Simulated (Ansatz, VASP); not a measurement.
Ta2N in VASP and in Ansatz

```
Ta N
1.0
     3.07862    0.00000    0.00000
    -1.53931    2.66616    0.00000
     0.00000    0.00000    4.82326
Ta N
2 1
Direct
  0.66667 0.33333 0.72552
  0.33333 0.66667 0.25374
  0.00000 0.00000 0.00000
```

Alike in both runs: task single point; functional PBEsol; k mesh 18 × 18 × 10; occupations gaussian, width 0.15 eV; no spin polarisation.

```csv
,VASP,Ansatz
version,VASP 6.6.1,Ansatz 0.2.0
potentials or method,"VASP PAW PBE potentials, release 64 (Ta_pv, N), cutoff 520 eV","scalar-relativistic, plane waves, PAW"
valence electrons in the cell,27,31
```

|  | VASP | Ansatz | Ansatz less VASP |
| --- | --- | --- | --- |
| gap on the k mesh at the Fermi level (eV) | none | none | - |
| pressure (GPa) | -1.0 | -1.5 | -0.51 |
| traceless stress, the component that is largest in VASP (GPa) | 2.44 | 2.49 | +0.047 |
| rms of the force components (eV/Å) | 0.700 | 0.722 | +0.0215 |

VASP's potentials were made for PBE, not for PBEsol. Atom by atom the forces differ by 0.025 eV/Å (rms over components). A gap of «none» marks a metal or a gap that the smearing closes. The functional is the same, so the differences come from potentials, cutoffs and numerics. VASP's potentials hold 27 valence electrons a cell and Ansatz's 31, so a difference there can come from the potentials and not from the codes.

Neither program's run includes spin-orbit coupling.
